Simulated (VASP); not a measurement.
A run of VASP 6.6.1 is set up as follows.

File INCAR:

```
PREC = Accurate
ENCUT = 520
EDIFF = 1E-6
ISMEAR = -1
SIGMA = 0.05
LREAL = F
LASPH = T
NELM = 60
ALGO = Normal
ISIF = 2
LWAVE = F
LCHARG = T
GGA = PE
LELF = T
LVHAR = T
NBANDS = 11
```

Contents of KPOINTS:

```
Automatic mesh
0
Gamma
  14 14 14
```

Contents of POSCAR:

```
Hf
1.0
   -1.7989631656      1.7989631656      1.7989631656
    1.7989631656     -1.7989631656      1.7989631656
    1.7989631656      1.7989631656     -1.7989631656
Hf
1
Direct
    0.0000000000      0.0000000000      0.0000000000
```

Potentials or basis: VASP PAW PBE potentials, release 64 (Hf_pv).

Run with:

```sh
$ cat potpaw_PBE.64/Hf_pv/POTCAR > POTCAR
$ mpirun -np 1 vasp_std > vasp.out
```

(1) Predict the pressure.

(2) Estimate the band gap on the k mesh.

Answers

(1) -4.4 GPa.

(2) zero (band 5 reaches 5.80 eV, above the bottom of band 6 at 3.58 eV).

Caveat: spin-orbit coupling is left out, which moves the levels of the heavy elements.
